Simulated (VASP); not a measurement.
## Zr: single point with PBE

Zr:

```xyz
2
Lattice="3.2954 0.0000 0.0000 -1.6477 2.8539 0.0000 0.0000 0.0000 5.2479" Properties=species:S:1:pos:R:3 pbc="T T T"
Zr    0.0000    1.9026    1.3120
Zr    1.6477    0.9513    3.9360
```

This cell differs from its parent crystal: volume scaled by 1.06.

```
Program             : VASP 6.6.1
Task                : single point
Functional          : PBE
Potentials or basis : VASP PAW PBE potentials, release 64 (Zr_sv)
Cutoff              : 520 eV
k mesh              : 13 × 13 × 7
Occupations         : fermi-dirac, width 0.08 eV
Spin                : no spin polarisation
```

| Property | Result |
| --- | --- |
| Pressure | -4.5 GPa |
| Band gap on the k mesh | zero (band 12 reaches 9.21 eV, above the bottom of band 13 at 8.10 eV) |

Stress tensor (GPa, compression positive):
```
-4.63  0.00  0.00
 0.00 -4.63  0.00
 0.00  0.00 -4.35
```

Levels at points of the mesh, in eV from the Fermi level:
| k point | band 8 | band 9 | band 10 | band 11 | band 12 | band 13 | band 14 | band 15 | band 16 | band 17 |
| --- | --- | --- | --- | --- | --- | --- | --- | --- | --- | --- |
| (0.00, 0.00, 0.00) | -26.53 | -5.54 | -2.87 | 0.86 | 0.86 | 0.98 | 1.00 | 1.50 | 1.50 | 2.04 |

Run time: 30 s on 1 thread of Intel(R) Xeon(R) Platinum 8559C (Emerald Rapids), on a shared host, peak memory 0.21 GiB.
